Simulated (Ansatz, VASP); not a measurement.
# MgO: VASP beside Ansatz

```
Mg O
1.0
     0.00000    2.10738    2.10738
     2.10738    0.00000    2.10738
     2.10738    2.10738    0.00000
Mg O
1 1
Direct
  0.00000 0.00000 0.00000
  0.50000 0.50000 0.50000
```

Alike in both runs: functional PBEsol; k mesh 8 × 8 × 8; occupations gaussian, width 0.02 eV; no spin polarisation.

Ansatz relaxed the structure, and its values are those at the end. VASP's run is a single point on that final structure, the one shown.

```csv
,VASP,Ansatz
version,VASP 6.6.1,Ansatz 0.2.0
potentials or method,"VASP PAW PBE potentials, release 64 (Mg, O), cutoff 600 eV","scalar-relativistic, plane waves, PAW"
valence electrons in the cell,8,16
```

```csv
,VASP,Ansatz,Ansatz less VASP
gap on the k mesh at the Fermi level (eV),4.62,4.62,+0.005
least direct gap on the mesh (eV),4.62,4.62,+0.005
pressure (GPa),-0.8,0.0,+0.81
```

VASP's potentials were made for PBE, not for PBEsol, and Ansatz warns of the same on its side. VASP's potentials hold 8 valence electrons a cell and Ansatz's 16, so a difference there can come from the potentials and not from the codes.
